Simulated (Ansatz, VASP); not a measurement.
## ZnS: VASP beside Ansatz

File INCAR:

```
SYSTEM = ZnS
PREC = Accurate ; ENCUT = 500
EDIFF = 1E-6 ; ISMEAR = 0
SIGMA = 0.1 ; LREAL = .FALSE.
LASPH = .TRUE. ; NELM = 120
ALGO = Normal ; ISIF = 2
LWAVE = .FALSE. ; LCHARG = .FALSE.
GGA = CA ; NBANDS = 16
GGA_COMPAT = .FALSE.
```

File KPOINTS:

```
Automatic mesh
0
G
  6 6 6
  0 0 0
```

POSCAR

```
ZnS
1.0
    0.0000000000      2.6936828773      2.6936828773
    2.6936828773      0.0000000000      2.6936828773
    2.6936828773      2.6936828773      0.0000000000
Zn S
1 1
Direct
    0.0000000000      0.0000000000      0.0000000000
    0.2500000000      0.2500000000      0.2500000000
```

Input for Ansatz:

```yaml
crystal:
  lattice:
    - [0.0, 2.6936828773, 2.6936828773]
    - [2.6936828773, 0.0, 2.6936828773]
    - [2.6936828773, 2.6936828773, 0.0]
  atoms:
    - { symbol: Zn, position: [0.0, 0.0, 0.0] }
    - { symbol: S, position: [0.25, 0.25, 0.25] }
basis:
  ecutwfc: 420
kpoints:
  mp_grid: { grid: [6, 6, 6] }
hamiltonian:
  xc: lda
scf:
  occupations: { method: gaussian, width: 0.1 }
  algorithm: direct_min
  max_iter: 53
output:
  forces: true
  stress: true
  eigenvalues: true
```

Alike in both runs: task single point; functional LDA; k mesh 6 × 6 × 6; occupations gaussian, width 0.1 eV; no spin polarisation.

|  | VASP | Ansatz |
| --- | --- | --- |
| version | VASP 6.6.1 | Ansatz 0.2.0 |
| potentials or method | VASP PAW LDA potentials, release 64 (Zn, S), cutoff 500 eV | scalar-relativistic, plane waves, PAW |
| valence electrons in the cell | 18 | 18 |

Ansatz gave:

* gap on the k mesh at the Fermi level (eV): 1.90
* least direct gap on the mesh (eV): 1.90
* pressure (GPa): -3.9

**Question.** What did VASP give for the same quantities?

**Answer.** gap on the k mesh at the Fermi level (eV): 1.93; least direct gap on the mesh (eV): 1.93; pressure (GPa): -3.7.

LDA's correlation is that of Perdew and Zunger in VASP and of Perdew and Wang (1992) in Ansatz.
